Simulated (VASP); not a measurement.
# KF (Carobbiite) (Fm-3m) in VASP: notebook

KF (Carobbiite) is run at these levels: PBEsol, r2SCAN; tasks: single point.

Everything below comes from runs of VASP 6.6.1. Logs are shortened: lines on timing, memory, paths and dates and some standing lists are left out, and cuts for length are marked.

### 1 The cell of the first run

The structure is cubic, space group Fm-3m (No. 225). Conventional cell: a = 5.318 Å, b = 5.318 Å, c = 5.318 Å, α = 90.00°, β = 90.00°, γ = 90.00°. K (site symmetry m-3m) has 6 F at 2.66 Å within 3.5 Å. Within 3.5 Å of F (site symmetry m-3m) lie 6 K at 2.66 Å.

### 2 Single point, PBEsol

INCAR

```
SYSTEM = KF
PREC     = Accurate       ! precision mode
ENCUT    = 520            ! plane-wave cutoff, eV
EDIFF    = 1E-6           ! SCF threshold, eV
ISMEAR   = 0              ! smearing method
SIGMA    = 0.01           ! smearing width, eV
LREAL    = .FALSE.        ! projectors in reciprocal space
LASPH    = .TRUE.         ! aspherical terms in the spheres
NELM     = 100            ! most SCF steps
ALGO     = Normal         ! electronic algorithm
ISIF     = 2              ! what is computed and relaxed
LWAVE    = .FALSE.        ! write WAVECAR
LCHARG   = .TRUE.         ! write CHGCAR
GGA      = PS             ! functional
LELF     = .TRUE.         ! ELF
LVHAR    = .TRUE.       
NBANDS   = 15             ! bands
```

KPOINTS

```
Automatic mesh
0
G
  6 6 6
  0 0 0
```

POSCAR

```
KF
1.0
    0.0000000000      2.6589566634      2.6589566634
    2.6589566634      0.0000000000      2.6589566634
    2.6589566634      2.6589566634      0.0000000000
K F
1 1
Direct
    0.0000000000      0.0000000000      0.0000000000
    0.5000000000      0.5000000000      0.5000000000
```

Potentials or basis: VASP PAW PBE potentials, release 64 (K_sv, F).

Command:

```bash
cat potpaw_PBE.64/K_sv/POTCAR potpaw_PBE.64/F/POTCAR > POTCAR
mpirun -np 1 vasp_std > vasp.out
```

OUTCAR:

```text
SYSTEM = KF
   PREC = Accurate
   ENCUT = 520
   EDIFF = 1E-6
   ISMEAR = 0
   LREAL = .FALSE.
   LASPH = .TRUE.
   NELM = 100
   ISIF = 2
   GGA = PS

 ion  position               nearest neighbor table
   1  0.000  0.000  0.000-   2 2.66   2 2.66   2 2.66   2 2.66   2 2.66   2 2.66
   2  0.500  0.500  0.500-   1 2.66   1 2.66   1 2.66   1 2.66   1 2.66   1 2.66

  LATTYP: Found a face centered cubic cell.
 ALAT       =     5.3179133268

  Lattice vectors:

 A1 = (   0.0000000000,   2.6589566634,   2.6589566634)
 A2 = (   2.6589566634,   0.0000000000,   2.6589566634)
 A3 = (   2.6589566634,   2.6589566634,   0.0000000000)

Analysis of symmetry for initial positions (statically):
=====================================================================
 Subroutine PRICEL returns:
 Original cell was already a primitive cell.

 Routine SETGRP: Setting up the symmetry group for a
 face centered cubic supercell.

 Subroutine GETGRP returns: Found 48 space group operations
[... 9 lines left out ...]

 Routine SETGRP: Setting up the symmetry group for a
 face centered cubic supercell.

 Subroutine GETGRP returns: Found 48 space group operations
[... 11 lines left out ...]
                                     Primitive cell

  volume of cell :      37.5979

  direct lattice vectors                    reciprocal lattice vectors
     0.000000000  2.658956663  2.658956663    -0.188043682  0.188043682  0.188043682
     2.658956663  0.000000000  2.658956663     0.188043682 -0.188043682  0.188043682
     2.658956663  2.658956663  0.000000000     0.188043682  0.188043682 -0.188043682

  length of vectors
     3.760332575  3.760332575  3.760332575     0.325701210  0.325701210  0.325701210

  position of ions in fractional coordinates (direct lattice)
     0.000000000  0.000000000  0.000000000
     0.500000000  0.500000000  0.500000000

  ion indices of the primitive-cell ions
   primitive index   ion index
                 1           1
                 2           2

----------------------------------------------------------------------------------------

 KPOINTS: Automatic mesh

Automatic generation of k-mesh.
 Grid dimensions read from file:
 generate k-points for:    6    6    6

 Generating k-lattice:

  Cartesian coordinates                     Fractional coordinates (reciprocal lattice)
    -0.031340614  0.031340614  0.031340614     0.166666667  0.000000000  0.000000000
     0.031340614 -0.031340614  0.031340614     0.000000000  0.166666667  0.000000000
     0.031340614  0.031340614 -0.031340614     0.000000000  0.000000000  0.166666667

  Length of vectors
     0.054283535  0.054283535  0.054283535

  Shift w.r.t. Gamma in fractional coordinates (k-lattice)
     0.000000000  0.000000000  0.000000000

 Subroutine IBZKPT returns following result:
 ===========================================

 Found     16 irreducible k-points:

 Following reciprocal coordinates:
            Coordinates               Weight
  0.000000  0.000000  0.000000      1.000000
  0.166667  0.000000  0.000000      8.000000
  0.333333  0.000000  0.000000      8.000000
  0.500000  0.000000  0.000000      4.000000
  0.166667  0.166667  0.000000      6.000000
  0.333333  0.166667  0.000000     24.000000
[... 8 lines left out ...]
 -0.333333  0.333333  0.166667     24.000000
 -0.333333  0.500000  0.166667     12.000000
   k-points           NKPTS =     16   k-points in BZ     NKDIM =     16   number of bands    NBANDS=     15
   number of dos      NEDOS =    301   number of ions     NIONS =      2
   total plane-waves  NPLWV =  21952
   dimension x,y,z NGX =    28 NGY =   28 NGZ =   28
   dimension x,y,z NGXF=    56 NGYF=   56 NGZF=   56
   ions per type =               1   1
   NGX,Y,Z   is equivalent  to a cutoff of  12.38, 12.38, 12.38 a.u.
   NGXF,Y,Z  is equivalent  to a cutoff of  24.76, 24.76, 24.76 a.u.
 SYSTEM =  KF
   PREC   = accura    normal or accurate (medium, high low for compatibility)
   ISTART =      0    job   : 0-new  1-cont  2-samecut
   ICHARG =      2    charge: 1-file 2-atom 10-const
   ISPIN  =      1    spin polarized calculation?
   LNONCOLLINEAR =      F non collinear calculations
   LSORBIT =      F    spin-orbit coupling
   LASPH  =      T    aspherical Exc in radial PAW
   ENCUT  =  520.0 eV  38.22 Ry    6.18 a.u.   6.99  6.99  6.99*2*pi/ulx,y,z
   NELM   =    100;   NELMIN=  2; NELMDL= -5     # of ELM steps
   EDIFF  = 0.1E-05   stopping-criterion for ELM
   LREAL  =      F    real-space projection
   EDIFFG = 0.1E-04   stopping-criterion for IOM
   NSW    =      0    number of steps for IOM
   IBRION =     -1    ionic relax: 0-MD 1-quasi-New 2-CG
   NFREE  =      0    steps in history (QN), initial steepest desc. (CG)
   ISIF   =      2    stress and relaxation
   ISYM   =      2    0-nonsym 1-usesym 2-fastsym
   POTIM  = 0.5000    time-step for ionic-motion
   TEBEG  =    0.0;   TEEND  =   0.0 temperature during run
   PSTRESS=    0.0 pullay stress
   NELECT =      16.0000    total number of electrons
   NUPDOWN=      -1.0000    fix difference up-down
   EMIN   =  10.00;   EMAX   =-10.00  energy-range for DOS
   EFERMI =   0.00;   METHOD = LEGACY
   ISMEAR =     0;   SIGMA  =   0.01  broadening in eV -4-tet -1-fermi 0-gaus
   EFERMI_NEDOS =   21; number of points for ismear=-14 and -15
   IALGO  =     38    algorithm
   IMIX   =      4    mixing-type and parameters
     AMIX     =   0.40;   BMIX     =  1.00
     AMIX_MAG =   1.60;   BMIX_MAG =  1.00
  volume/ion in A,a.u.               =      18.80       126.86
  Fermi-wavevector in a.u.,A,eV,Ry     =   1.231384  2.326979 20.630609  1.516307
  Thomas-Fermi vector in A             =   2.366196
   LORBIT       =      0    0 simple, 1 ext, 2 COOP (PROOUT), +10 PAW based schemes
   GGA     = PS    functional components
   LHFCALC =     F    Hartree Fock is set to
   AEXX    =    0.0000 exact exchange contribution
   IVDW    =     0    specifies the selected vdW correction
   LEPSILON=     F    determine dielectric tensor
   LRPA    =     F    only Hartree local field effects (RPA)
 non-spin polarized calculation
 Gauss-broadening in eV      SIGMA  =   0.01
  energy-cutoff  :      520.00
  volume of cell :       37.60
 maximum number of plane-waves:      1020
   NGX = 13   NGY = 13   NGZ = 13

 number of electron      16.0000010 magnetization

 Free energy of the ion-electron system (eV)
  ---------------------------------------------------
  ext. energy  EPLUGINS =         0.00000000
  ---------------------------------------------------
  free energy    TOTEN  =        -8.52020795 eV

  energy without entropy =       -8.52020795  energy(sigma->0) =       -8.52020795

 E-fermi :  -2.7378     XC(G=0):  -8.6791

 val. band max:       -2.8699318609   @ k =   0.0000   0.0000   0.0000
 cond. band min:       3.2323609364   @ k =   0.0000   0.0000   0.0000
 fundamental gap:      6.1022927973
 Fermi energy:        -2.7378184963

 k-point     1 :       0.0000    0.0000    0.0000
  band No.  band energies     occupation
      1     -28.7945      2.00000
      2     -21.4057      2.00000
      3     -12.0949      2.00000
      4     -12.0949      2.00000
      5     -12.0949      2.00000
      6      -2.8699      2.00000
      7      -2.8699      2.00000
      8      -2.8699      2.00000
      9       3.2324      0.00000
     10       7.8031      0.00000
     11       7.8031      0.00000
     12       7.8031      0.00000
     13       9.4976      0.00000
     14       9.4976      0.00000
     15      13.9377      0.00000

 k-point     2 :       0.1667    0.0000    0.0000
  band No.  band energies     occupation
      1     -28.7685      2.00000
      2     -21.4306      2.00000
      3     -12.1684      2.00000
      4     -12.1046      2.00000
      5     -12.1046      2.00000
      6      -3.1146      2.00000
      7      -2.9649      2.00000
      8      -2.9649      2.00000
      9       3.9905      0.00000
     10       7.3988      0.00000
     11       8.1749      0.00000
     12       8.1749      0.00000
     13       9.7670      0.00000
     14       9.7670      0.00000
     15      15.2037      0.00000

 k-point     3 :       0.3333    0.0000    0.0000
  band No.  band energies     occupation
      1     -28.7158      2.00000
      2     -21.4805      2.00000
      3     -12.3133      2.00000
      4     -12.1236      2.00000
      5     -12.1236      2.00000
      6      -3.5222      2.00000
      7      -3.1485      2.00000
      8      -3.1485      2.00000
      9       5.5597      0.00000
     10       7.1731      0.00000
     11       8.9214      0.00000
     12       8.9214      0.00000
     13      10.6301      0.00000
     14      10.6301      0.00000
     15      15.0099      0.00000

 k-point     4 :       0.5000    0.0000    0.0000
  band No.  band energies     occupation
      1     -28.6890      2.00000
      2     -21.5058      2.00000
      3     -12.3846      2.00000
      4     -12.1330      2.00000
      5     -12.1330      2.00000
      6      -3.6995      2.00000
      7      -3.2374      2.00000
      8      -3.2374      2.00000
      9       6.1612      0.00000
     10       7.6955      0.00000
     11       9.2469      0.00000
     12       9.2469      0.00000
     13      11.5451      0.00000
     14      11.5451      0.00000
     15      13.4197      0.00000
[... 163 lines left out ...]
 k-point    14 :       0.5000    0.3333    0.1667
  band No.  band energies     occupation
      1     -28.6859      2.00000
      2     -21.4653      2.00000
      3     -12.4103      2.00000
      4     -12.3521      2.00000
      5     -12.1805      2.00000
      6      -3.3860      2.00000
      7      -3.1536      2.00000
      8      -2.9818      2.00000
      9       6.3417      0.00000
     10       6.4923      0.00000
     11       8.8580      0.00000
     12      10.1264      0.00000
     13      10.4826      0.00000
     14      11.6987      0.00000
     15      13.4776      0.00000

 k-point    15 :      -0.3333    0.3333    0.1667
  band No.  band energies     occupation
      1     -28.6697      2.00000
      2     -21.4678      2.00000
      3     -12.4732      2.00000
      4     -12.4220      2.00000
      5     -12.1810      2.00000
      6      -3.3682      2.00000
      7      -3.1052      2.00000
      8      -3.0823      2.00000
      9       6.6488      0.00000
     10       6.9823      0.00000
     11       8.5998      0.00000
     12      10.3994      0.00000
     13      11.0257      0.00000
     14      12.2143      0.00000
     15      12.7263      0.00000

 k-point    16 :      -0.3333    0.5000    0.1667
  band No.  band energies     occupation
      1     -28.6640      2.00000
      2     -21.4480      2.00000
      3     -12.6062      2.00000
      4     -12.4185      2.00000
      5     -12.2206      2.00000
      6      -3.2035      2.00000
      7      -3.0598      2.00000
      8      -2.9866      2.00000
      9       6.0013      0.00000
     10       7.7174      0.00000
     11       8.0950      0.00000
     12      10.7222      0.00000
     13      11.4988      0.00000
     14      12.2623      0.00000
     15      12.5532      0.00000

------------------------ aborting loop because EDIFF is reached ----------------------------------------

  FORCE on cell =-STRESS in cart. coord.  units (eV):
  Direction    XX          YY          ZZ          XY          YZ          ZX
  --------------------------------------------------------------------------------------
  -------------------------------------------------------------------------------------
  Total       -0.0372519     -0.0372519     -0.0372519      0.0000000      0.0000000      0.0000000
  in kB       -1.5874318     -1.5874318     -1.5874318      0.0000000      0.0000000      0.0000000
  external PRESSURE =      -1.5874318 kB  Pullay stress =       0.0000000 kB

 VOLUME and BASIS-vectors are now :
 -----------------------------------------------------------------------------
  energy-cutoff  :      520.00
  volume of cell :       37.60
      direct lattice vectors                 reciprocal lattice vectors
     0.000000000  2.658956663  2.658956663    -0.188043682  0.188043682  0.188043682
     2.658956663  0.000000000  2.658956663     0.188043682 -0.188043682  0.188043682
     2.658956663  2.658956663  0.000000000     0.188043682  0.188043682 -0.188043682

 POSITION                                       TOTAL-FORCE (eV/Angst)
 -----------------------------------------------------------------------------------
      0.00000      0.00000      0.00000        -0.000000      0.000000      0.000000
      2.65896      2.65896      2.65896         0.000000     -0.000000     -0.000000
 -----------------------------------------------------------------------------------
    total drift:                                0.000000      0.000000      0.000000

  FREE ENERGIE OF THE ION-ELECTRON SYSTEM (eV)
  ---------------------------------------------------
  free  energy   TOTEN  =        -8.5202079521 eV

  energy  without entropy=       -8.5202079521  energy(sigma->0) =       -8.52020795
```

It took 9 s on 1 thread of Intel Xeon Platinum 8259CL at 2.50GHz (Skylake/Cascade Lake), shared host; peak memory 0.15 GiB.

Results:

| Item | Value |
| --- | --- |
| Free energy | -8.5202 eV |
| Pressure | -0.2 GPa |
| Band gap on the k mesh | 6.10 eV, direct |

Levels at points of the mesh, in eV from the valence-band top:
```tsv
k point	band 4	band 5	band 6	band 7	band 8	band 9	band 10	band 11	band 12	band 13
(0.00, 0.00, 0.00)	-9.23	-9.23	0.00	0.00	0.00	6.10	10.67	10.67	10.67	12.37
(0.50, 0.00, 0.00)	-9.26	-9.26	-0.83	-0.37	-0.37	9.03	10.57	12.12	12.12	14.41
(0.50, 0.50, 0.00)	-9.45	-9.45	-0.21	-0.05	-0.05	8.11	10.31	11.77	13.68	14.36
```

Caveat: the PAW data sets were made with another functional, which shifts forces and pressure a little. PBEsol gaps usually lie below the measured ones, often by a third to a half.

(Part 1 of 2 ends here.)
